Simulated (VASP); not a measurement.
**NaBeF3: single point with PBE**

The system is NaBeF3.

```xyz
10
Lattice="2.9139 0.0000 0.0000 0.0000 5.2412 0.0000 0.0000 0.0000 9.7544" Properties=species:S:1:pos:R:3 pbc="T T T"
Na    0.0000    0.9237    8.8287
Na    0.0000    4.3175    3.9514
Be    1.4570    1.6714    2.1332
Be    1.4570    3.5698    7.0104
F     0.0000    2.4612    2.5194
F     0.0000    2.7800    7.3966
F     1.4570    0.4033    2.9656
F     1.4570    4.8379    7.8428
F     1.4570    1.5007    0.6286
F     1.4570    3.7405    5.5058
```

```json
{
  "Program": "VASP 6.6.1",
  "Task": "single point",
  "Functional": "PBE",
  "Potentials or basis": "VASP PAW PBE potentials, release 64 (Na_pv, Be, F)",
  "Cutoff": "520 eV",
  "k mesh": "4 × 4 × 2",
  "Occupations": "gaussian, width 0.1 eV",
  "Spin": "no spin polarisation",
  "Dipole correction": "no",
  "Further INCAR settings": "ALGO = Normal; EDIFF = 1e-06; NBANDS = 41"
}
```

```yaml
Pressure: 0.0 GPa
Largest_force: 0.030 eV/Å
Band_gap_on_the_k_mesh: 6.71 eV
```

Forces on the atoms (eV/Å):
```
Na   0.000  0.008 -0.005
Na   0.000 -0.008 -0.005
Be   0.000  0.029  0.007
Be   0.000 -0.029  0.007
F    0.000  0.011  0.012
F    0.000 -0.011  0.012
F    0.000 -0.024  0.014
F    0.000  0.024  0.014
F    0.000 -0.003 -0.029
F    0.000  0.003 -0.029
```

Stress tensor (GPa, compression positive):
```
 0.01  0.00  0.00
 0.00 -0.07  0.00
 0.00  0.00 -0.01
```

Levels at points of the mesh, in eV from the valence-band top:
| k point | band 26 | band 27 | band 28 | band 29 | band 30 | band 31 | band 32 | band 33 | band 34 | band 35 |
| --- | --- | --- | --- | --- | --- | --- | --- | --- | --- | --- |
| (0.00, 0.00, 0.00) | -0.14 | -0.11 | -0.09 | -0.02 | 0.00 | 6.71 | 8.40 | 8.64 | 10.77 | 11.72 |
| (0.50, 0.00, 0.00) | -0.61 | -0.56 | -0.54 | -0.21 | -0.15 | 11.11 | 11.63 | 11.64 | 11.95 | 12.41 |
| (0.00, 0.50, 0.00) | -0.17 | -0.14 | -0.13 | -0.03 | 0.00 | 8.26 | 8.48 | 9.35 | 9.83 | 10.51 |
| (0.50, 0.50, 0.00) | -0.57 | -0.55 | -0.45 | -0.25 | -0.09 | 11.80 | 11.92 | 11.93 | 12.20 | 12.36 |
| (0.00, 0.00, 0.50) | -0.16 | -0.13 | -0.13 | -0.01 | -0.01 | 7.23 | 7.23 | 10.02 | 10.02 | 11.79 |
| (0.50, 0.00, 0.50) | -0.65 | -0.55 | -0.55 | -0.17 | -0.17 | 11.30 | 11.30 | 11.76 | 11.76 | 13.09 |
| (0.00, 0.50, 0.50) | -0.20 | -0.13 | -0.13 | -0.01 | -0.01 | 8.56 | 8.56 | 9.02 | 9.02 | 11.50 |
| (0.50, 0.50, 0.50) | -0.62 | -0.50 | -0.50 | -0.16 | -0.16 | 11.89 | 11.89 | 11.99 | 11.99 | 12.77 |

Run time: 76 s on 1 thread of Intel(R) Xeon(R) Platinum 8488C (Sapphire Rapids), with other jobs on the host, peak memory 0.28 GiB.

Caveat: the k points lie up to 0.54 Å⁻¹ apart. A k mesh can miss the band edges.
